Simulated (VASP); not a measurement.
BP2:

```
B P
1.0
     4.13294    0.00000    0.00000
    -2.06647    3.57923    0.00000
     0.00000    0.00000    2.37568
B P
1 2
Cartesian
  0.0000 0.0000 0.0000
  2.0665 1.1931 1.1878
  0.0000 2.3862 1.1878
```

* Program: VASP 6.6.1
* Task: relaxation of cell and atoms
* Functional: PBE
* Potentials or basis: VASP PAW PBE potentials, release 64 (B, P)
* Cutoff: 600 eV
* k mesh: 12 × 12 × 18
* Occupations: gaussian, width 0.1 eV
* Spin: no spin polarisation

At the start: pressure 0.7 GPa; volume 11.71 Å³/atom.

Problem. How do energy, volume and symmetry change on relaxing?

Solution. Over 5 steps the energy falls by 3.7 meV/atom and the volume is 11.86 Å³/atom (+1.2 %); space group P6/mmm (No. 191, to 0.1 Å) before and after.

Step by step:
```csv
step,energy change (eV),largest force (eV/Å),pressure (GPa),volume (Å³)
1,0.0000,0.0000,0.73,35.14
2,-0.0093,0.0000,0.19,35.41
3,-0.0109,0.0000,-0.15,35.62
4,-0.0112,0.0000,-0.05,35.56
5,-0.0112,0.0000,-0.06,35.57
```

Final structure:
```
B P
1.0
     4.18513    0.00000    0.00000
    -2.09256    3.62443    0.00000
     0.00000    0.00000    2.34469
B P
1 2
Direct
  0.00000 0.00000 0.00000
  0.66667 0.33333 0.50000
  0.33333 0.66667 0.50000
```
